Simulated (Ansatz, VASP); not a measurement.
## Two plane-wave programs on As3Au

```
As Au
1.0
     4.25910    0.00000    0.00000
     0.00000    4.25910    0.00000
     0.00000    0.00000    4.25910
As Au
3 1
Cartesian
  0.0000 2.1295 2.1295
  2.1295 0.0000 2.1295
  2.1295 2.1295 0.0000
  0.0000 0.0000 0.0000
```

Alike in both runs: functional PBE; k mesh 12 × 12 × 12; occupations gaussian, width 0.1 eV; no spin polarisation.

Ansatz relaxed the structure, and its values are those at the end. VASP's run is a single point on that final structure, the one shown.

|  | VASP | Ansatz |
| --- | --- | --- |
| version | VASP 6.6.1 | Ansatz 0.2.0 |
| potentials or method | VASP PAW PBE potentials, release 64 (As, Au), cutoff 520 eV | scalar-relativistic, plane waves, PAW |
| valence electrons in the cell | 26 | 64 |

```tsv
	VASP	Ansatz	Ansatz less VASP
gap on the k mesh at the Fermi level (eV)	none	none	-
pressure (GPa)	0.0	0.0	+0.02
```

A gap of «none» marks a metal or a gap that the smearing closes. VASP's potentials hold 26 valence electrons a cell and Ansatz's 64, so a difference there can come from the potentials and not from the codes.

Neither program's run includes spin-orbit coupling.
